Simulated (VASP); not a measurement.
Crystal: Cd.

```
Cd
1.0
     4.06743    0.00000    0.00000
    -2.03371    3.52250    0.00000
     0.00000    0.00000    4.61463
Cd
3
Direct
  0.22540 0.00000 0.33333
  0.00000 0.22540 0.66667
  0.77460 0.77460 0.00000
```

- Program: VASP 6.6.1
- Task: relaxation of cell and atoms
- Functional: PBE
- Potentials or basis: VASP PAW PBE potentials, release 64 (Cd)
- Cutoff: 600 eV
- k mesh: 6 × 6 × 4
- Occupations: gaussian, width 0.1 eV
- Spin: no spin polarisation

At the start: pressure 42.5 GPa; volume 22.04 Å³/atom.

**Question.** How do energy, volume and symmetry change on relaxing?

**Answer.** Over 15 steps the energy falls by 1692.1 meV/atom and the volume is 26.76 Å³/atom (+21.4 %); space group R-3m (No. 166, to 0.05 Å).

The path:
| step | energy change (eV) | largest force (eV/Å) | pressure (GPa) | volume (Å³) |
| --- | --- | --- | --- | --- |
| 1 | 0.0000 | 9.7087 | 42.53 | 66.12 |
| 2 | -3.9050 | 0.0163 | -2.68 | 138.50 |
| 3 | -4.0054 | 0.0034 | -3.13 | 132.97 |
| 4 | -4.1257 | 0.0068 | -3.52 | 127.31 |
| 5 | -4.7581 | 0.5702 | -1.58 | 93.51 |
| 6 | -4.7590 | 0.5135 | -1.83 | 94.52 |
| 7 | -4.8401 | 0.5106 | -1.46 | 90.74 |
| 8 | -4.9887 | 0.3995 | 0.98 | 79.98 |
| 9 | -4.9902 | 0.3396 | 2.12 | 77.24 |
| 10 | -5.0350 | 0.1195 | 1.74 | 77.38 |
| 11 | -5.0490 | 0.1381 | 1.51 | 77.54 |
| 12 | -5.0700 | 0.0873 | -0.18 | 81.05 |
| 13 | -5.0700 | 0.0853 | -0.20 | 81.16 |
| 14 | -5.0728 | 0.0701 | -0.16 | 80.91 |
| 15 | -5.0764 | 0.0310 | -0.02 | 80.29 |

Final structure:
```xyz
3
Lattice="4.0417 0.0000 0.0000 -2.0208 3.5002 0.0000 0.0000 0.0000 5.6756" Properties=species:S:1:pos:R:3 pbc="T T T"
Cd   -0.6626    3.5002    1.8919
Cd    3.3626    1.1763    3.7838
Cd    1.3417    2.3239    0.0000
```

Caveat: the volume moved by over 15 % at a fixed basis, so the end points are rough.
